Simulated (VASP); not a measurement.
Input of a VASP 6.6.1 run:

INCAR

```
PREC = Accurate
ENCUT = 520
EDIFF = 1E-7
ISMEAR = -1
SIGMA = 0.05
LREAL = False
LASPH = True
NELM = 100
ALGO = Normal
ISIF = 2
LWAVE = False
LCHARG = True
GGA = PE
LELF = True
LVHAR = True
NBANDS = 28
```

Contents of KPOINTS:

```
regular mesh
0
Gamma
  6 6 3
```

File POSCAR:

```
PbS
1.0
    2.9838607981     -2.9828938700      0.0000000000
    2.9838607981      2.9828938700      0.0000000000
   -1.0986781904      0.0000000000     11.1678408944
Pb S
2 2
Direct
    0.7736346200      0.7736346200      0.6277889900
    0.2263653800      0.2263653800      0.3722110100
    0.2704879500      0.2704879500      0.6102676200
    0.7295120500      0.7295120500      0.3897323800
```

Potentials or basis: VASP PAW PBE potentials, release 64 (Pb_d, S).

Command:

```bash
$ cat potpaw_PBE.64/Pb_d/POTCAR potpaw_PBE.64/S/POTCAR > POTCAR
$ mpirun -np 1 vasp_std > vasp.out
```

Question: What does it give for the largest force?

Answer: 0.188 eV/Å.

Question: Predict the band gap on the k mesh.

Answer: 2.02 eV (least direct gap 2.10 eV).

Forces on the atoms (eV/Å):
```
Pb   0.000  0.000  0.121
Pb   0.000  0.000 -0.121
S   -0.003  0.000  0.188
S    0.003  0.000 -0.188
```

Caveat: spin-orbit coupling is left out, which moves the levels of the heavy elements.
